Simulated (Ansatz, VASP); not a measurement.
ZrPdSe3: VASP beside Ansatz

```xyz
5
Lattice="5.1887 0.0000 0.0000 0.0000 5.1887 0.0000 0.0000 0.0000 5.1887" Properties=species:S:1:pos:R:3 pbc="T T T"
Zr    0.0000    0.0000    0.0000
Pd    2.5943    2.5943    2.5943
Se    2.5943    0.0000    0.0000
Se    0.0000    2.5943    0.0000
Se    0.0000    0.0000    2.5943
```

Change from the starting cell: species swapped into the CuAgF3 type (Pm-3m, No. 221).

Alike in both runs: task single point; functional PBE; k mesh 4 × 4 × 4; occupations gaussian, width 0.1 eV; collinear spin.

|  | VASP | Ansatz |
| --- | --- | --- |
| version | VASP 6.6.1 | Ansatz 0.2.0 |
| potentials or method | VASP PAW PBE potentials, release 64 (Zr_sv, Pd, Se), cutoff 520 eV | scalar-relativistic, plane waves, PAW |
| valence electrons in the cell | 40 | 78 |

```csv
,VASP,Ansatz,Ansatz less VASP
gap on the k mesh at the Fermi level (eV),none,none,-
pressure (GPa),0.0,0.0,-0.04
net moment per atom (μB),0.31,0.31,0.000
size of the moment on the site where the two differ most (μB),0.05,0.04,-0.014
```

Site moments also hang on the region over which each program counts them. A gap of «none» marks a metal or a gap that the smearing closes. VASP's potentials hold 40 valence electrons a cell and Ansatz's 78, so a difference there can come from the potentials and not from the codes.
